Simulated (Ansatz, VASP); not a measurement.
## TaNbO in VASP and in Ansatz

```
CELL_PARAMETERS angstrom
-2.37324 2.37324 2.05043
2.37324 -2.37324 2.05043
2.37324 2.37324 -2.05043
ATOMIC_POSITIONS crystal
Ta 0.75000 0.25000 0.50000
Nb 0.50000 0.50000 0.00000
O 0.25000 0.75000 0.50000
```

Alike in both runs: task single point; functional PBE; k mesh 6 × 6 × 6; occupations gaussian, width 0.1 eV; collinear spin.

```csv
,VASP,Ansatz
version,VASP 6.6.1,Ansatz 0.2.0
potentials or method,"VASP PAW PBE potentials, release 64 (Ta_pv, Nb_sv, O), cutoff 520 eV","scalar-relativistic, plane waves, PAW"
valence electrons in the cell,30,32
```

|  | VASP | Ansatz | Ansatz less VASP |
| --- | --- | --- | --- |
| gap on the k mesh at the Fermi level (eV) | none | none | - |
| pressure (GPa) | 12.9 | 12.7 | -0.21 |
| traceless stress, the component that is largest in VASP (GPa) | -21.54 | -21.94 | -0.403 |
| net moment per atom (μB) | 0.00 | 0.00 | 0.000 |

A gap of «none» marks a metal or a gap that the smearing closes. VASP's potentials hold 30 valence electrons a cell and Ansatz's 32, so a difference there can come from the potentials and not from the codes. Ansatz's warnings: seeded moment not kept.

Neither program's run includes spin-orbit coupling.
